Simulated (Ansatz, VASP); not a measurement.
## GaIr2 in VASP and in Ansatz

```
Ga Ir
1.0
     2.85771    0.00000    0.00000
     0.00000    2.85771    0.00000
     0.00000    0.00000    5.75821
Ga Ir
1 2
Direct
  0.00000 0.00000 0.00000
  0.50000 0.50000 0.28383
  0.50000 0.50000 0.71617
```

Change from the starting cell: species swapped into the FeSi2 type (P4/mmm, No. 123).

Alike in both runs: functional PBE; k mesh 6 × 6 × 4; occupations gaussian, width 0.1 eV; no spin polarisation.

Ansatz relaxed the structure, and its values are those at the end. VASP's run is a single point on that final structure, the one shown.

|  | VASP | Ansatz |
| --- | --- | --- |
| version | VASP 6.6.1 | Ansatz 0.2.0 |
| potentials or method | VASP PAW PBE potentials, release 64 (Ga_d, Ir), cutoff 520 eV | scalar-relativistic, plane waves, PAW |
| valence electrons in the cell | 31 | 47 |

Ansatz gave:

```
gap on the k mesh at the Fermi level (eV) : none
pressure (GPa)                            : 0.2
rms of the force components (eV/Å)        : 0.001
```

Q: What did VASP give for the same quantities?

A: gap on the k mesh at the Fermi level (eV): none; pressure (GPa): 0.6; rms of the force components (eV/Å): 0.012.

A gap of «none» marks a metal or a gap that the smearing closes. VASP's potentials hold 31 valence electrons a cell and Ansatz's 47, so a difference there can come from the potentials and not from the codes.

The k mesh is coarse, so the values compare programs but aren't converged. Spin-orbit coupling is off throughout.
